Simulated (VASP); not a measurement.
**Ta2N: single point with PBE**

Ta2N:

```
CELL_PARAMETERS angstrom
3.51037 0.00000 0.00000
-1.75518 3.04007 0.00000
0.00000 0.00000 4.74555
ATOMIC_POSITIONS crystal
Ta 0.66667 0.33333 0.33710
Ta 0.00000 0.00000 0.49221
N 0.33333 0.66667 0.81968
```

```yaml
Program: VASP 6.6.1
Task: single point
Functional: PBE
Potentials_or_basis: VASP PAW PBE potentials, release 64 (Ta_pv, N)
Cutoff: 520 eV
k_mesh: 6 × 6 × 4
Occupations: gaussian, width 0.1 eV
Spin: collinear spin, ferromagnetic start
Starting_moments: "[1.0, 1.0, 0.0] μB"
```

The pressure is 40.7 GPa. The largest force is 11.126 eV/Å. The net moment is 0.00 μB per cell and the valence electrons inside the program's atomic spheres are Ta 9.68, 9.74; N 3.39.

Forces on the atoms (eV/Å):
```
Ta   0.000  0.000 -8.999
Ta   0.000  0.000 11.126
N    0.000  0.000 -2.127
```

Stress tensor (GPa, compression positive):
```
62.99  0.00  0.00
 0.00 62.99  0.00
 0.00  0.00 -3.97
```

Levels at points of the mesh, in eV from the Fermi level:
Spin up:
| k point | band 10 | band 11 | band 12 | band 13 | band 14 | band 15 | band 16 | band 17 |
| --- | --- | --- | --- | --- | --- | --- | --- | --- |
| (0.00, 0.00, 0.00) | -3.24 | -2.76 | -1.51 | -1.51 | 0.37 | 0.37 | 0.46 | 1.37 |
| (0.50, 0.00, 0.00) | -3.43 | -2.32 | -1.51 | -1.05 | 0.38 | 0.40 | 2.01 | 2.60 |
| (0.00, 0.00, 0.50) | -3.26 | -1.93 | -1.93 | -0.57 | 0.67 | 1.07 | 1.07 | 2.59 |
| (0.50, 0.00, 0.50) | -2.45 | -2.42 | -1.69 | -1.43 | -0.03 | 0.20 | 1.20 | 3.73 |
Spin down:
| k point | band 10 | band 11 | band 12 | band 13 | band 14 | band 15 | band 16 | band 17 |
| --- | --- | --- | --- | --- | --- | --- | --- | --- |
| (0.00, 0.00, 0.00) | -3.24 | -2.76 | -1.51 | -1.51 | 0.37 | 0.37 | 0.46 | 1.37 |
| (0.50, 0.00, 0.00) | -3.43 | -2.32 | -1.51 | -1.05 | 0.38 | 0.40 | 2.01 | 2.60 |
| (0.00, 0.00, 0.50) | -3.26 | -1.93 | -1.93 | -0.57 | 0.67 | 1.07 | 1.07 | 2.59 |
| (0.50, 0.00, 0.50) | -2.45 | -2.42 | -1.69 | -1.43 | -0.03 | 0.20 | 1.20 | 3.73 |

Wall time 28 s on 1 thread of Intel(R) Xeon(R) 6975P-C (Granite Rapids), on a shared host, peak memory 0.21 GiB.

Caveat: spin-orbit coupling is left out, which moves the levels of the heavy elements; forces of over 1 eV/Å act on the atoms, so gaps and moduli don't describe the material at rest.
